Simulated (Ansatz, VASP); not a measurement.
**One calculation of InSb3, two programs**

```
CELL_PARAMETERS angstrom
4.35465 0.00000 0.00000
0.00000 4.35465 0.00000
0.00000 0.00000 4.73331
ATOMIC_POSITIONS crystal
In 0.00000 0.00000 0.00000
Sb 0.50000 0.00000 0.50000
Sb 0.00000 0.50000 0.50000
Sb 0.50000 0.50000 0.00000
```

Change from the starting cell: strain -0.080 along x and y, +0.000 along z, atoms carried along.

Alike in both runs: task single point; functional PBE; dispersion D3(BJ); k mesh 10 × 10 × 10; occupations gaussian, width 0.15 eV; no spin polarisation.

```csv
,VASP,Ansatz
version,VASP 6.6.1,Ansatz 0.2.0
potentials or method,"VASP PAW PBE potentials, release 64 (In_d, Sb), cutoff 520 eV","scalar-relativistic, plane waves, PAW"
valence electrons in the cell,28,58
```

|  | VASP | Ansatz | Ansatz less VASP |
| --- | --- | --- | --- |
| gap on the k mesh at the Fermi level (eV) | none | none | - |
| pressure (GPa) | 14.3 | 14.3 | +0.02 |
| traceless stress, the component that is largest in VASP (GPa) | -0.10 | -0.08 | +0.015 |

A gap of «none» marks a metal or a gap that the smearing closes. VASP's potentials hold 28 valence electrons a cell and Ansatz's 58, so a difference there can come from the potentials and not from the codes.

Neither program's run includes spin-orbit coupling.
